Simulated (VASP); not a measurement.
# ZrO2: relaxation of cell and atoms with PBEsol

The system is ZrO2.

```
CELL_PARAMETERS angstrom
6.06596 0.42515 -1.20788
0.38414 6.07013 -1.18778
-1.06600 -1.08820 4.82324
ATOMIC_POSITIONS crystal
Zr 0.64802 0.31102 0.49302
Zr 0.24802 0.11102 0.69302
Zr 0.04802 0.51101 0.29302
Zr 0.44802 0.71102 0.09302
Zr 0.84802 0.91102 0.89302
O 0.34804 0.41087 0.14293
O 0.54800 0.01116 0.04309
O 0.74801 0.61116 0.44310
O 0.34800 0.41116 0.64308
O 0.14800 0.81116 0.24310
O 0.94803 0.21086 0.34294
O 0.54804 0.01086 0.54294
O 0.14804 0.81087 0.74295
O 0.74803 0.61087 0.94294
O 0.94800 0.21116 0.84309
```

| Property | Result |
| --- | --- |
| Program | VASP 6.6.1 |
| Task | relaxation of cell and atoms |
| Functional | PBEsol |
| Potentials or basis | VASP PAW PBE potentials, release 64 (Zr_sv, O) |
| Cutoff | 600 eV |
| k mesh | 3 × 3 × 4 |
| Occupations | gaussian, width 0.1 eV |
| Spin | no spin polarisation |
| Dipole correction | no |
| Further INCAR settings | ALGO = Normal; EDIFF = 1e-07; ISYM = 0; IBRION = 2; EDIFFG = -0.04; NSW = 45; ISIF = 3 |

```
Relaxed volume                        : 10.84 Å³/atom
Relaxed cell                          : a = 6.204 Å, b = 6.202 Å, c = 5.065 Å, α = 114.03°, β = 114.03°, γ = 80.46°
Space group after relaxing (to 0.1 Å) : Fm-3m (No. 225)
Energy gained by relaxing             : 0.0 meV/atom
Ionic steps                           : 3
Pressure after relaxing               : -0.1 GPa
Largest force after relaxing          : 0.004 eV/Å
Band gap on the k mesh                : 3.40 eV
```

Forces in eV/Å, atoms in the order of the input:
```
Zr   0.000  0.000  0.000
Zr   0.000  0.000  0.000
Zr   0.000  0.000  0.000
Zr   0.000  0.000  0.000
Zr   0.000  0.000  0.000
O   -0.001  0.003  0.002
O    0.001 -0.003 -0.002
O    0.001 -0.003 -0.002
O    0.001 -0.003 -0.002
O    0.001 -0.003 -0.002
O   -0.001  0.003  0.002
O   -0.001  0.003  0.002
O   -0.001  0.003  0.002
O   -0.001  0.003  0.002
O    0.001 -0.003 -0.002
```

Stress tensor (GPa, compression positive):
```
-0.13  0.05 -0.09
 0.05 -0.09 -0.10
-0.09 -0.10 -0.03
```

Step by step:
```
step  energy change (eV)  largest force (eV/Å)  pressure (GPa)  volume (Å³)
   1              0.0000                0.0047            0.47       162.20
   2              0.0002                0.0075           -0.70       162.94
   3             -0.0007                0.0040           -0.09       162.55
```

Final structure:
```yaml
crystal:
  lattice:
    - [6.06915, 0.42667, -1.21117]
    - [0.38554, 6.07409, -1.19122]
    - [-1.06806, -1.09056, 4.82939]
  atoms:
    - { symbol: Zr, position: [0.64802, 0.31102, 0.49302] }
    - { symbol: Zr, position: [0.24802, 0.11102, 0.69302] }
    - { symbol: Zr, position: [0.04802, 0.51102, 0.29302] }
    - { symbol: Zr, position: [0.44802, 0.71102, 0.09302] }
    - { symbol: Zr, position: [0.84802, 0.91102, 0.89302] }
    - { symbol: O, position: [0.34803, 0.41087, 0.14295] }
    - { symbol: O, position: [0.54801, 0.01116, 0.04308] }
    - { symbol: O, position: [0.74801, 0.61116, 0.44308] }
    - { symbol: O, position: [0.34801, 0.41116, 0.64306] }
    - { symbol: O, position: [0.14801, 0.81116, 0.24308] }
    - { symbol: O, position: [0.94803, 0.21087, 0.34295] }
    - { symbol: O, position: [0.54803, 0.01086, 0.54295] }
    - { symbol: O, position: [0.14803, 0.81087, 0.74297] }
    - { symbol: O, position: [0.74802, 0.61087, 0.94296] }
    - { symbol: O, position: [0.94801, 0.21116, 0.84308] }
```

Levels at points of the mesh, in eV from the valence-band top:
| k point | band 57 | band 58 | band 59 | band 60 | band 61 | band 62 | band 63 | band 64 |
| --- | --- | --- | --- | --- | --- | --- | --- | --- |
| (0.00, 0.00, 0.00) | -0.62 | -0.47 | -0.47 | -0.46 | 3.40 | 3.40 | 4.32 | 4.32 |
| (0.00, 0.00, 0.50) | -0.81 | -0.81 | -0.58 | -0.58 | 4.00 | 4.00 | 4.07 | 4.08 |

It took 7.5 min on 1 thread of Intel(R) Xeon(R) 6975P-C (Granite Rapids) (shared host), peak memory 0.42 GiB.

Caveat: the PAW data sets were made with another functional, which shifts forces and pressure a little.
